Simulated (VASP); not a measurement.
# Au3Cl2 (P-3m1) in VASP: a series of runs

Runs on Au3Cl2. Level: PBE. Tasks: single point.

Everything below comes from runs of VASP 6.6.1. Logs are shortened: lines on timing, memory, paths and dates and some standing lists are left out, and cuts for length are marked.

## (1) The cell of the first run

Symmetry: P-3m1, No. 164, trigonal system. Conventional cell: a = 4.267 Å, b = 4.267 Å, c = 6.638 Å, α = 90.00°, β = 90.00°, γ = 120.00°. Au (site symmetry -3m) has 6 Cl at 2.95 Å and 6 Au at 3.41 Å within 3.9 Å. Within 3.4 Å of Au (site symmetry 3m) lie 4 Cl at 2.57 to 2.66 Å and 3 Au at 3.13 Å. Cl (site symmetry 3m) has 7 Au at 2.57 to 2.95 Å within 3.4 Å.

## (2) Single point, PBE

The input, INCAR:

```
  PREC = Accurate
  ENCUT = 520
  EDIFF = 1E-6
  ISMEAR = 0
  SIGMA = 0.1
  LREAL = False
  LASPH = True
  NELM = 80
  ALGO = Normal
  ISIF = 2
  LWAVE = False
  LCHARG = False
  GGA = PE
  NBANDS = 32
```

The input, KPOINTS:

```
Automatic mesh
0
Gamma
  6 6 4
```

The input, POSCAR:

```
Au3Cl2
1.0
    4.2668175177      0.0000000000      0.0000000000
   -2.1334087589      3.6951723636      0.0000000000
    0.0000000000      0.0000000000      6.6384749704
Au Cl
3 2
Direct
    0.0000000000      0.0000000000      0.0000000000
    0.3333333333      0.6666666667      0.6450000000
    0.6666666667      0.3333333333      0.3550000000
    0.3333333333      0.6666666667      0.2450000000
    0.6666666667      0.3333333333      0.7550000000
```

Potentials or basis: VASP PAW PBE potentials, release 64 (Au, Cl).

Started as:

```console
cat potpaw_PBE.64/Au/POTCAR potpaw_PBE.64/Cl/POTCAR > POTCAR
mpirun -np 1 vasp_std > vasp.out
```

OUTCAR:

```text
PREC = Accurate
   ENCUT = 520
   EDIFF = 1E-6
   ISMEAR = 0
   LREAL = False
   LASPH = True
   NELM = 80
   ISIF = 2
   GGA = PE

 ion  position               nearest neighbor table
   1  0.000  0.000  0.000-   4 2.95   5 2.95   4 2.95   5 2.95   5 2.95   4 2.95   2 3.41   3 3.41
                             2 3.41   3 3.41   2 3.41   3 3.41
   2  0.333  0.667  0.645-   5 2.57   5 2.57   5 2.57   4 2.66   3 3.13   3 3.13   3 3.13   1 3.41
                             1 3.41   1 3.41
   3  0.667  0.333  0.355-   4 2.57   4 2.57   4 2.57   5 2.66   2 3.13   2 3.13   2 3.13   1 3.41
                             1 3.41   1 3.41
   4  0.333  0.667  0.245-   3 2.57   3 2.57   3 2.57   2 2.66   1 2.95   1 2.95   1 2.95
   5  0.667  0.333  0.755-   2 2.57   2 2.57   2 2.57   3 2.66   1 2.95   1 2.95   1 2.95

  LATTYP: Found a hexagonal cell.
 ALAT       =     4.2668175177
 C/A-ratio  =     1.5558375634

  Lattice vectors:

 A1 = (   4.2668175177,   0.0000000000,   0.0000000000)
 A2 = (  -2.1334087589,   3.6951723636,   0.0000000000)
 A3 = (   0.0000000000,   0.0000000000,   6.6384749704)

Analysis of symmetry for initial positions (statically):
=====================================================================
 Subroutine PRICEL returns:
 Original cell was already a primitive cell.

 Routine SETGRP: Setting up the symmetry group for a
 hexagonal supercell.

 Subroutine GETGRP returns: Found 12 space group operations
 (whereof 12 operations were pure point group operations)
 out of a pool of 24 trial point group operations.

The static configuration has the point symmetry D_3d.

Analysis of symmetry for dynamics (positions and initial velocities):
=====================================================================
 Subroutine PRICEL returns:
 Original cell was already a primitive cell.

 Routine SETGRP: Setting up the symmetry group for a
 hexagonal supercell.

 Subroutine GETGRP returns: Found 12 space group operations
 (whereof 12 operations were pure point group operations)
 out of a pool of 24 trial point group operations.

The dynamic configuration has the point symmetry D_3d.

 Subroutine INISYM returns: Found 12 space group operations
 (whereof 12 operations are pure point group operations),
 and found     1 'primitive' translations

----------------------------------------------------------------------------------------

                                     Primitive cell

  volume of cell :     104.6664

  direct lattice vectors                    reciprocal lattice vectors
     4.266817518  0.000000000  0.000000000     0.234366714  0.135311685  0.000000000
    -2.133408759  3.695172364  0.000000000     0.000000000  0.270623371  0.000000000
     0.000000000  0.000000000  6.638474970     0.000000000  0.000000000  0.150637007

  length of vectors
     4.266817518  4.266817518  6.638474970     0.270623371  0.270623371  0.150637007

  position of ions in fractional coordinates (direct lattice)
     0.000000000  0.000000000  0.000000000
     0.333333333  0.666666667  0.645000000
     0.666666667  0.333333333  0.355000000
     0.333333333  0.666666667  0.245000000
     0.666666667  0.333333333  0.755000000

  ion indices of the primitive-cell ions
   primitive index   ion index
                 1           1
                 2           2
                 3           3
                 4           4
                 5           5

----------------------------------------------------------------------------------------

 KPOINTS: Automatic mesh

Automatic generation of k-mesh.
 Grid dimensions read from file:
 generate k-points for:    6    6    4

 Generating k-lattice:

  Cartesian coordinates                     Fractional coordinates (reciprocal lattice)
     0.039061119  0.022551948  0.000000000     0.166666667  0.000000000  0.000000000
     0.000000000  0.045103895  0.000000000     0.000000000  0.166666667  0.000000000
     0.000000000  0.000000000  0.037659252     0.000000000  0.000000000  0.250000000

  Length of vectors
     0.045103895  0.045103895  0.037659252

  Shift w.r.t. Gamma in fractional coordinates (k-lattice)
     0.000000000  0.000000000  0.000000000

 Subroutine IBZKPT returns following result:
 ===========================================

 Found     24 irreducible k-points:

 Following reciprocal coordinates:
            Coordinates               Weight
  0.000000  0.000000  0.000000      1.000000
  0.166667  0.000000  0.000000      6.000000
  0.333333  0.000000  0.000000      6.000000
  0.500000  0.000000  0.000000      3.000000
  0.166667  0.166667  0.000000      6.000000
  0.333333  0.166667  0.000000     12.000000
[... 16 lines left out ...]
  0.333333  0.166667  0.500000     12.000000
  0.333333  0.333333  0.500000      2.000000
   k-points           NKPTS =     24   k-points in BZ     NKDIM =     24   number of bands    NBANDS=     32
   number of dos      NEDOS =    301   number of ions     NIONS =      5
   total plane-waves  NPLWV =  51200
   dimension x,y,z NGX =    32 NGY =   32 NGZ =   50
   dimension x,y,z NGXF=    64 NGYF=   64 NGZF=  100
   ions per type =               3   2
   NGX,Y,Z   is equivalent  to a cutoff of  12.47, 12.47, 12.52 a.u.
   NGXF,Y,Z  is equivalent  to a cutoff of  24.94, 24.94, 25.04 a.u.
 SYSTEM =  unknown system
   PREC   = accura    normal or accurate (medium, high low for compatibility)
   ISTART =      0    job   : 0-new  1-cont  2-samecut
   ICHARG =      2    charge: 1-file 2-atom 10-const
   ISPIN  =      1    spin polarized calculation?
   LNONCOLLINEAR =      F non collinear calculations
   LSORBIT =      F    spin-orbit coupling
   LASPH  =      T    aspherical Exc in radial PAW
   ENCUT  =  520.0 eV  38.22 Ry    6.18 a.u.   7.93  7.93 12.34*2*pi/ulx,y,z
   NELM   =     80;   NELMIN=  2; NELMDL= -5     # of ELM steps
   EDIFF  = 0.1E-05   stopping-criterion for ELM
   LREAL  =      F    real-space projection
   EDIFFG = 0.1E-04   stopping-criterion for IOM
   NSW    =      0    number of steps for IOM
   IBRION =     -1    ionic relax: 0-MD 1-quasi-New 2-CG
   NFREE  =      0    steps in history (QN), initial steepest desc. (CG)
   ISIF   =      2    stress and relaxation
   ISYM   =      2    0-nonsym 1-usesym 2-fastsym
   POTIM  = 0.5000    time-step for ionic-motion
   TEBEG  =    0.0;   TEEND  =   0.0 temperature during run
   PSTRESS=    0.0 pullay stress
   NELECT =      47.0000    total number of electrons
   NUPDOWN=      -1.0000    fix difference up-down
   EMIN   =  10.00;   EMAX   =-10.00  energy-range for DOS
   EFERMI =   0.00;   METHOD = LEGACY
   ISMEAR =     0;   SIGMA  =   0.10  broadening in eV -4-tet -1-fermi 0-gaus
   EFERMI_NEDOS =   21; number of points for ismear=-14 and -15
   IALGO  =     38    algorithm
   IMIX   =      4    mixing-type and parameters
     AMIX     =   0.40;   BMIX     =  1.00
     AMIX_MAG =   1.60;   BMIX_MAG =  1.00
  volume/ion in A,a.u.               =      20.93       141.26
  Fermi-wavevector in a.u.,A,eV,Ry     =   1.253637  2.369030 21.382989  1.571605
  Thomas-Fermi vector in A             =   2.387480
   LORBIT       =      0    0 simple, 1 ext, 2 COOP (PROOUT), +10 PAW based schemes
   GGA     = PE    functional components
   LHFCALC =     F    Hartree Fock is set to
   AEXX    =    0.0000 exact exchange contribution
   IVDW    =     0    specifies the selected vdW correction
   LEPSILON=     F    determine dielectric tensor
   LRPA    =     F    only Hartree local field effects (RPA)
 non-spin polarized calculation
 Gauss-broadening in eV      SIGMA  =   0.10
  energy-cutoff  :      520.00
  volume of cell :      104.67
 maximum number of plane-waves:      2838
   NGX = 15   NGY = 15   NGZ = 25

 number of electron      47.0000001 magnetization

 Free energy of the ion-electron system (eV)
  ---------------------------------------------------
  ext. energy  EPLUGINS =         0.00000000
  ---------------------------------------------------
  free energy    TOTEN  =       -10.46847773 eV

  energy without entropy =      -10.46023790  energy(sigma->0) =      -10.46435782

 E-fermi :   5.7482     XC(G=0): -10.5555

 val. band max:        5.7094526777   @ k =   0.3333   0.0000   0.0000
 cond. band min:       5.8734150046   @ k =   0.1667   0.1667   0.5000
 fundamental gap:      0.1639623269
 Fermi energy:         5.7481927287

 k-point     1 :       0.0000    0.0000    0.0000
  band No.  band energies     occupation
      1     -11.2391      2.00000
      2     -10.9320      2.00000
      3      -1.0252      2.00000
      4      -0.5447      2.00000
      5      -0.5447      2.00000
      6      -0.5225      2.00000
[... 24 lines left out ...]
     31      13.0478      0.00000
     32      14.2090      0.00000

 k-point     2 :       0.1667    0.0000    0.0000
  band No.  band energies     occupation
      1     -11.1761      2.00000
      2     -10.9129      2.00000
      3      -0.9604      2.00000
      4      -0.7362      2.00000
      5      -0.5875      2.00000
      6      -0.5350      2.00000
[... 24 lines left out ...]
     31      13.4381      0.00000
     32      14.1480      0.00000

 k-point     3 :       0.3333    0.0000    0.0000
  band No.  band energies     occupation
      1     -11.0381      2.00000
      2     -10.8831      2.00000
      3      -1.1808      2.00000
      4      -0.9492      2.00000
      5      -0.4111      2.00000
      6      -0.3520      2.00000
[... 24 lines left out ...]
     31      12.9143      0.00000
     32      14.3397      0.00000

 k-point     4 :       0.5000    0.0000    0.0000
  band No.  band energies     occupation
      1     -10.9498      2.00000
      2     -10.8857      2.00000
      3      -1.2622      2.00000
      4      -1.0942      2.00000
      5      -0.3295      2.00000
      6      -0.2950      2.00000
[... 654 lines left out ...]
     31      12.6937      0.00000
     32      14.5203      0.00000

 k-point    23 :       0.3333    0.1667    0.5000
  band No.  band energies     occupation
      1     -10.9296      2.00000
      2     -10.8987      2.00000
      3      -1.4596      2.00000
      4      -1.0705      2.00000
      5      -0.4566      2.00000
      6      -0.2244      2.00000
[... 24 lines left out ...]
     31      13.2488      0.00000
     32      14.1548      0.00000

 k-point    24 :       0.3333    0.3333    0.5000
  band No.  band energies     occupation
      1     -10.8927      2.00000
      2     -10.8927      2.00000
      3      -1.1177      2.00000
      4      -1.1177      2.00000
      5      -0.8169      2.00000
      6      -0.0766      2.00000
[... 24 lines left out ...]
     31      14.0881      0.00000
     32      14.4080      0.00000

------------------------ aborting loop because EDIFF is reached ----------------------------------------

  FORCE on cell =-STRESS in cart. coord.  units (eV):
  Direction    XX          YY          ZZ          XY          YZ          ZX
  --------------------------------------------------------------------------------------
  -------------------------------------------------------------------------------------
  Total        4.3879758      4.3879758      3.7494926     -0.0000000      0.0000000     -0.0000000
  in kB       67.1688198     67.1688198     57.3952554     -0.0000000      0.0000000     -0.0000000
  external PRESSURE =      63.9109650 kB  Pullay stress =       0.0000000 kB

 VOLUME and BASIS-vectors are now :
 -----------------------------------------------------------------------------
  energy-cutoff  :      520.00
  volume of cell :      104.67
      direct lattice vectors                 reciprocal lattice vectors
     4.266817518  0.000000000  0.000000000     0.234366714  0.135311685  0.000000000
    -2.133408759  3.695172364  0.000000000     0.000000000  0.270623371  0.000000000
     0.000000000  0.000000000  6.638474970     0.000000000  0.000000000  0.150637007

 POSITION                                       TOTAL-FORCE (eV/Angst)
 -----------------------------------------------------------------------------------
      0.00000      0.00000      0.00000         0.000000      0.000000      0.000000
     -0.00000      2.46345      4.28182        -0.000000      0.000000      0.289753
      2.13341      1.23172      2.35666         0.000000     -0.000000     -0.289753
     -0.00000      2.46345      1.62643        -0.000000      0.000000     -1.006825
      2.13341      1.23172      5.01205         0.000000      0.000000      1.006825
 -----------------------------------------------------------------------------------
    total drift:                               -0.000000      0.000000      0.000000

  FREE ENERGIE OF THE ION-ELECTRON SYSTEM (eV)
  ---------------------------------------------------
  free  energy   TOTEN  =       -10.4684777310 eV

  energy  without entropy=      -10.4602379019  energy(sigma->0) =      -10.46435782
```

Wall time 24 s (1 thread of Intel Xeon 6975P-C (Granite Rapids), shared host); peak memory 0.24 GiB.

Results:

| Item | Value |
| --- | --- |
| Free energy | -10.4685 eV |
| Pressure | 6.4 GPa |
| Largest force | 1.007 eV/Å |

Forces in eV/Å, atoms in the order of the input:
```
Au   0.000  0.000  0.000
Au   0.000  0.000  0.290
Au   0.000  0.000 -0.290
Cl   0.000  0.000 -1.007
Cl   0.000  0.000  1.007
```

Levels at points of the mesh, in eV from the Fermi level:
| k point | band 20 | band 21 | band 22 | band 23 | band 24 | band 25 | band 26 | band 27 | band 28 | band 29 |
| --- | --- | --- | --- | --- | --- | --- | --- | --- | --- | --- |
| (0.00, 0.00, 0.00) | -1.37 | -1.32 | -1.32 | -0.81 | -0.81 | -0.08 | 2.75 | 5.73 | 5.73 | 6.67 |
| (0.50, 0.00, 0.00) | -2.40 | -2.04 | -1.38 | -1.03 | 0.68 | 0.70 | 2.87 | 4.27 | 5.43 | 5.84 |
| (0.00, 0.00, 0.50) | -1.17 | -1.17 | -0.76 | -0.76 | -0.72 | -0.50 | 3.20 | 3.91 | 4.76 | 4.76 |
| (0.50, 0.00, 0.50) | -1.97 | -1.66 | -1.64 | -1.54 | -0.23 | 2.22 | 2.68 | 2.79 | 5.21 | 6.08 |

Caveat: spin-orbit coupling is left out, which moves the levels of the heavy elements; an odd number of electrons without spin polarisation forces a metal; a magnetic or distorted state may lie lower.

## (3) Single point, PBE

This run uses another cell than the first one, of 23.45 Å³/atom, 1.120 times its volume.

The input, INCAR:

```
ALGO = Normal ; EDIFF = 1E-7
ENCUT = 520 ; GGA = PE
ISIF = 2 ; ISMEAR = 0
LASPH = True ; LCHARG = False
LREAL = False ; LWAVE = False
NBANDS = 32 ; NELM = 100
PREC = Accurate ; SIGMA = 0.1
```

The input, KPOINTS:

```
k-points
0
Gamma
  6 6 4
```

The input, POSCAR:

```
Au3Cl2
1.0
    3.8101550768      0.0000000000      0.0000000000
   -1.9050775384      3.2996910889      0.0000000000
    0.0000000000      0.0000000000      9.3244564808
Au Cl
3 2
Direct
    0.0000000000      0.0000000000      0.0000000000
    0.3333333333      0.6666666667      0.8298731276
    0.6666666667      0.3333333333      0.1701268724
    0.3333333333      0.6666666667      0.3254364664
    0.6666666667      0.3333333333      0.6745635336
```

Potentials or basis: VASP PAW PBE potentials, release 64 (Au, Cl).

Started as:

```console
cat potpaw_PBE.64/Au/POTCAR potpaw_PBE.64/Cl/POTCAR > POTCAR
mpirun -np 1 vasp_std > vasp.out
```

OUTCAR:

```text
EDIFF = 1E-7
   ENCUT = 520
   GGA = PE
   ISIF = 2
   ISMEAR = 0
   LASPH = True
   LREAL = False
   NELM = 100
   PREC = Accurate

 ion  position               nearest neighbor table
   1  0.000  0.000  0.000-   2 2.71   3 2.71   3 2.71   2 2.71   3 2.71   2 2.71
   2  0.333  0.667  0.830-   5 2.63   5 2.63   5 2.63   1 2.71   1 2.71   1 2.71
   3  0.667  0.333  0.170-   4 2.63   4 2.63   4 2.63   1 2.71   1 2.71   1 2.71
   4  0.333  0.667  0.325-   3 2.63   3 2.63   3 2.63
   5  0.667  0.333  0.675-   2 2.63   2 2.63   2 2.63

  LATTYP: Found a hexagonal cell.
 ALAT       =     3.8101550768
 C/A-ratio  =     2.4472642958

  Lattice vectors:

 A1 = (   3.8101550768,   0.0000000000,   0.0000000000)
 A2 = (  -1.9050775384,   3.2996910889,   0.0000000000)
 A3 = (   0.0000000000,   0.0000000000,   9.3244564808)

Analysis of symmetry for initial positions (statically):
=====================================================================
 Subroutine PRICEL returns:
 Original cell was already a primitive cell.

 Routine SETGRP: Setting up the symmetry group for a
 hexagonal supercell.

[... 171 lines left out ...]
 E-fermi :   3.5323     XC(G=0):  -9.7418

 val. band max:        3.5234980919   @ k =   0.0000   0.0000   0.5000
 cond. band min:       3.5423223155   @ k =   0.1667   0.1667   0.5000
 fundamental gap:      0.0188242236
 Fermi energy:         3.5323275970

 k-point     1 :       0.0000    0.0000    0.0000
  band No.  band energies     occupation
      1     -11.4327      2.00000
      2     -11.3181      2.00000
      3      -3.1462      2.00000
      4      -1.8704      2.00000
      5      -1.8704      2.00000
      6      -1.4420      2.00000
[... 829 lines left out ...]
     31      13.2621      0.00000
     32      13.2621      0.00000

------------------------ aborting loop because EDIFF is reached ----------------------------------------

  FORCE on cell =-STRESS in cart. coord.  units (eV):
  Direction    XX          YY          ZZ          XY          YZ          ZX
  --------------------------------------------------------------------------------------
  -------------------------------------------------------------------------------------
  Total       -0.2626308     -0.2626308      0.0686946      0.0000000     -0.0000000      0.0000000
  in kB       -3.5893576     -3.5893576      0.9388449      0.0000000     -0.0000000      0.0000000
  external PRESSURE =      -2.0799568 kB  Pullay stress =       0.0000000 kB

 VOLUME and BASIS-vectors are now :
 -----------------------------------------------------------------------------
  energy-cutoff  :      520.00
  volume of cell :      117.23
      direct lattice vectors                 reciprocal lattice vectors
     3.810155077  0.000000000  0.000000000     0.262456509  0.151529336  0.000000000
    -1.905077538  3.299691089  0.000000000     0.000000000  0.303058672  0.000000000
     0.000000000  0.000000000  9.324456481     0.000000000  0.000000000  0.107244857

 POSITION                                       TOTAL-FORCE (eV/Angst)
 -----------------------------------------------------------------------------------
      0.00000      0.00000      0.00000         0.000000      0.000000      0.000000
     -0.00000      2.19979      7.73812        -0.000000      0.000000     -0.006883
      1.90508      1.09990      1.58634         0.000000      0.000000      0.006883
     -0.00000      2.19979      3.03452        -0.000000      0.000000     -0.031232
      1.90508      1.09990      6.28994        -0.000000     -0.000000      0.031232
 -----------------------------------------------------------------------------------
    total drift:                                0.000000      0.000000      0.000000

  FREE ENERGIE OF THE ION-ELECTRON SYSTEM (eV)
  ---------------------------------------------------
  free  energy   TOTEN  =       -13.5213096867 eV

  energy  without entropy=      -13.5016839170  energy(sigma->0) =      -13.51149680
```

Wall time 46 s (1 thread of Intel Xeon 6975P-C (Granite Rapids), shared host); peak memory 0.25 GiB.

What came out:

- Free energy: -13.5213 eV
- Pressure: -0.2 GPa
- Largest force: 0.031 eV/Å

Forces in eV/Å, atoms in the order of the input:
```
Au   0.000  0.000  0.000
Au   0.000  0.000 -0.007
Au   0.000  0.000  0.007
Cl   0.000  0.000 -0.031
Cl   0.000  0.000  0.031
```

Stress tensor (GPa, compression positive):
```
-0.36  0.00  0.00
 0.00 -0.36  0.00
 0.00  0.00  0.09
```

Caveat: spin-orbit coupling is left out, which moves the levels of the heavy elements; this functional lacks dispersion, which binds the layers, so the pressure and a relaxed spacing across them are unreliable; an odd number of electrons without spin polarisation forces a metal; a magnetic or distorted state may lie lower.
